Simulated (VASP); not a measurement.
The system is Be2TeS2.

```xyz
5
Lattice="3.0826 0.0000 0.0000 0.0000 3.0826 0.0000 0.0000 0.0000 9.8190" Properties=species:S:1:pos:R:3 pbc="T T T"
Be    0.0000    0.0000    0.0000
Be    1.5413    1.5413    0.0000
Te    1.5413    1.5413    4.9095
S     1.5413    0.0000    8.6370
S     0.0000    1.5413    1.1820
```

- Program: VASP 6.6.1
- Task: relaxation of cell and atoms
- Functional: PBE
- Dispersion: D3(BJ)
- Potentials or basis: VASP PAW PBE potentials, release 64 (Be, Te, S)
- Cutoff: 600 eV
- k mesh: 6 × 6 × 2
- Occupations: gaussian, width 0.1 eV
- Spin: no spin polarisation

At the start: pressure 15.8 GPa; volume 18.66 Å³/atom.

Task: How do energy, volume and symmetry change on relaxing?

Result: Over 7 steps the energy falls by 174.1 meV/atom and the volume is 21.66 Å³/atom (+16.0 %); space group P-4m2 (No. 115, to 0.1 Å) before and after.

Step by step:
```
step  energy change (eV)  largest force (eV/Å)  pressure (GPa)  volume (Å³)
   1              0.0000                3.3099           15.82        93.31
   2             -0.2417                2.6693           -7.32       120.45
   3             -0.8273                0.4988            0.31       106.49
   4             -0.8277                0.4417            0.54       106.21
   5             -0.8672                0.0952            0.09       107.70
   6             -0.8705                0.0409           -0.06       108.32
   7             -0.8705                0.0319           -0.05       108.28
```

Final structure:
```yaml
crystal:
  lattice:
    - [3.28820, 0.00000, 0.00000]
    - [0.00000, 3.28820, 0.00000]
    - [0.00000, 0.00000, 10.01436]
  atoms:
    - { symbol: Be, position: [0.00000, 0.00000, 0.00000] }
    - { symbol: Be, position: [0.50000, 0.50000, 0.00000] }
    - { symbol: Te, position: [0.50000, 0.50000, 0.50000] }
    - { symbol: S, position: [0.50000, 0.00000, 0.87321] }
    - { symbol: S, position: [0.00000, 0.50000, 0.12679] }
```

Caveat: the volume moved by over 15 % at a fixed basis, so the end points are rough.
